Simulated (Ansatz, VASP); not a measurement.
# Two plane-wave programs on GaN

POSCAR

```
GaN
1.0
    0.0000000000      2.1085153689      2.1085153689
    2.1085153689      0.0000000000      2.1085153689
    2.1085153689      2.1085153689      0.0000000000
Ga N
1 1
Direct
    0.5000000000      0.5000000000      0.5000000000
    0.0000000000      0.0000000000      0.0000000000
```

INCAR.step1

```
  ALGO = Normal
  EDIFF = 1E-5
  ENCUT = 520
  GGA = PE
  ISIF = 2
  ISMEAR = 0
  LASPH = T
  LCHARG = F
  LREAL = F
  LWAVE = T
  NBANDS = 16
  NELM = 100
  PREC = Accurate
  SIGMA = 0.01
```

File INCAR.step2:

```
  AEXX = 0.75
  ALGO = Normal
  EDIFF = 1E-6
  ENCUT = 520
  GGA = PE
  HFSCREEN = 0.5
  ISIF = 2
  ISMEAR = 0
  ISTART = 1
  LASPH = T
  LCHARG = F
  LHFCALC = T
  LREAL = F
  LWAVE = F
  NBANDS = 16
  NELM = 100
  PREC = Accurate
  PRECFOCK = Normal
  SIGMA = 0.01
```

The input KPOINTS:

```
k-points
0
Gamma
  6 6 6
```

Input for Ansatz:

```yaml
crystal:
  lattice:
    - [0.0, 2.1085153689, 2.1085153689]
    - [2.1085153689, 0.0, 2.1085153689]
    - [2.1085153689, 2.1085153689, 0.0]
  atoms:
    - { symbol: Ga, position: [0.5, 0.5, 0.5] }
    - { symbol: "N", position: [0.0, 0.0, 0.0] }
kpoints:
  mp_grid: { grid: [6, 6, 6] }
hamiltonian:
  xc: { exchange: pbe, correlation: pbe, exx: { coeff: 0.75, omega: 0.5 } }
scf:
  occupations: { method: fixed }
  n_extra_bands: 4
output:
  forces: true
  stress: true
  eigenvalues: true
```

Alike in both runs: task single point; functional PBE-based screened hybrid with a share of 0.75 of exact exchange and HFSCREEN = 0.5; k mesh 6 × 6 × 6; no spin polarisation.

```csv
,VASP,Ansatz
version,VASP 6.6.1,Ansatz 0.2.0
potentials or method,"VASP PAW PBE potentials, release 64 (Ga_d, N)",plane waves
plane-wave cutoff (eV),520,420
occupations,"gaussian, width 0.01 eV",fixed
valence electrons in the cell,18,18
```

Ansatz gave:

* gap on the k mesh at the Fermi level (eV): 3.02
* pressure (GPa): -12.4

Q: Which values does VASP return?

A: gap on the k mesh at the Fermi level (eV): 3.03; pressure (GPa): -11.0.

VASP's potentials were made for PBE, not for PBE-based screened hybrid. Ansatz's warnings: stress exchange threshold loose, stress scf threshold loose.

The k mesh is coarse, so the values compare programs but aren't converged.
